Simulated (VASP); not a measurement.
The system is Zr2Si3.

```
Zr Si
1.0
     3.87176    0.00000    0.00000
     0.00000    4.76300    0.00000
     0.00000    0.00000    5.74190
Zr Si
2 3
Direct
  0.50000 0.50000 0.50000
  0.50000 0.00000 0.50000
  0.00000 0.00000 0.50000
  0.50000 0.00000 0.00000
  0.00000 0.00000 0.00000
```

The cell was generated, and may not be a known phase.

* Program: VASP 6.6.1
* Task: relaxation of cell and atoms
* Functional: PBE
* Potentials or basis: VASP PAW PBE potentials, release 64 (Zr_sv, Si)
* Cutoff: 600 eV
* k mesh: 4 × 4 × 4
* Occupations: gaussian, width 0.1 eV
* Spin: no spin polarisation

At the start: pressure 42.0 GPa; volume 21.18 Å³/atom.

**Question.** How do energy, volume and symmetry change on relaxing?

**Answer.** Over 9 steps the energy falls by 1868.8 meV/atom and the volume is 27.97 Å³/atom (+32.1 %); space group Pmmm (No. 47, to 0.1 Å) before, P4/mmm (No. 123, to 0.1 Å).

The path:
```
step  energy change (eV)  largest force (eV/Å)  pressure (GPa)  volume (Å³)
   1              0.0000                0.0000           42.04       105.89
   2             -6.5436                0.0000           -7.75       196.49
   3             -8.9545                0.0000           -2.12       147.74
   4             -8.9543                0.0000           -3.05       150.31
   5             -8.9583                0.0000           -2.47       148.67
   6             -9.3415                0.0000           -0.46       141.05
   7             -9.3415                0.0000           -0.45       141.01
   8             -9.3441                0.0000            0.09       139.59
   9             -9.3442                0.0000           -0.01       139.85
```

Final structure:
```yaml
crystal:
  lattice:
    - [5.20275, 0.00000, 0.00000]
    - [0.00000, 5.16140, 0.00000]
    - [0.00000, 0.00000, 5.20801]
  atoms:
    - { symbol: Zr, position: [0.50000, 0.50000, 0.50000] }
    - { symbol: Zr, position: [0.50000, 0.00000, 0.50000] }
    - { symbol: Si, position: [0.00000, 0.00000, 0.50000] }
    - { symbol: Si, position: [0.50000, 0.00000, 0.00000] }
    - { symbol: Si, position: [0.00000, 0.00000, 0.00000] }
```

Caveat: the k points lie up to 0.30 Å⁻¹ apart in the final cell, too coarse for converged energies and pressures of a metal; the volume moved by over 15 % at a fixed basis, so the end points are rough.
